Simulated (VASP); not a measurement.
A run of VASP 6.6.1 is set up as follows.

File INCAR:

```
SYSTEM = NiO
PREC = Accurate
ENCUT = 520
EDIFF = 1E-6
ISMEAR = -1
SIGMA = 0.05
LREAL = .False.
LASPH = .True.
NELM = 150
ALGO = Normal
ISIF = 2
LWAVE = .False.
LCHARG = .False.
ISPIN = 2
MAGMOM = 1 0
LORBIT = 11
LMAXMIX = 4
GGA = CA
NBANDS = 19
```

KPOINTS

```
Automatic mesh
0
Gamma
  11 11 11
  0 0 0
```

The input POSCAR:

```
NiO
1.0
    0.0000000000      2.1133508634      2.1133508634
    2.1133508634      0.0000000000      2.1133508634
    2.1133508634      2.1133508634      0.0000000000
Ni O
1 1
Direct
    0.0000000000      0.0000000000      0.0000000000
    0.5000000000      0.5000000000      0.5000000000
```

Potentials or basis: VASP PAW LDA potentials, release 64 (Ni, O).

Command:

```bash
$ cat potpaw_LDA.64/Ni/POTCAR potpaw_LDA.64/O/POTCAR > POTCAR
$ mpirun -np 1 vasp_std > vasp.out
```

Question: Predict the net moment.

Answer: 0.22 μB per cell.

Question: Predict the site moments.

Answer: Ni +0.19; O +0.03 μB.

Question: Estimate the pressure.

Answer: -25.5 GPa.
